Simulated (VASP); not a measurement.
Write the native input for VASP 6.6.1 that does the following.

- Task: single point
- Functional: PBEsol
- Potentials or basis: VASP PAW PBE potentials, release 64 (Ge_d)
- Cutoff: 520 eV
- k mesh: 7 × 5 × 1
- Occupations: fermi-dirac, width 0.02 eV
- Spin: no spin polarisation
- Dipole correction: yes
- Further INCAR settings: ALGO = Normal; EDIFF = 1e-07; NBANDS = 51

The structure of Ge lies in POSCAR:

```
Ge
1.0
    4.0132604633      0.0000000000      0.0000000000
    0.0000000000      5.6756073765      0.0000000000
    0.0000000000      0.0000000000     20.0133000000
Ge
6
Direct
    0.7500000000      0.1188416350      0.4013984789
    0.2500000000      0.8811583650      0.4013984789
    0.2500000000      0.6247318786      0.5000000002
    0.7500000000      0.3752681214      0.5000000002
    0.7500000000      0.1188416345      0.5986015208
    0.2500000000      0.8811583655      0.5986015208
```

One way to write it, as run:

INCAR

```
PREC = Accurate ; ENCUT = 520
EDIFF = 1E-7 ; ISMEAR = -1
SIGMA = 0.02 ; LREAL = False
LASPH = True ; NELM = 80
ALGO = Normal ; ISIF = 2
LWAVE = False ; LCHARG = False
LDIPOL = True ; IDIPOL = 3
DIPOL = 0.5 0.5 0.500 ; GGA = PS
NBANDS = 51
```

KPOINTS

```
regular mesh
0
Gamma
  7 5 1
```

Potentials or basis: VASP PAW PBE potentials, release 64 (Ge_d).

Command:

```sh
$ cat potpaw_PBE.64/Ge_d/POTCAR > POTCAR
$ mpirun -np 1 vasp_std > vasp.out
```

Results of the run:

```
Largest force          : 0.004 eV/Å
Band gap on the k mesh : zero (band 42 reaches -1.72 eV, above the bottom of band 43 at -2.03 eV)
```

Caveat: the PAW data sets were made with another functional, which shifts forces and pressure a little.

Run time: 5.2 min on 1 thread of Intel(R) Xeon(R) Platinum 8488C (Sapphire Rapids) (shared host), peak memory 0.55 GiB.
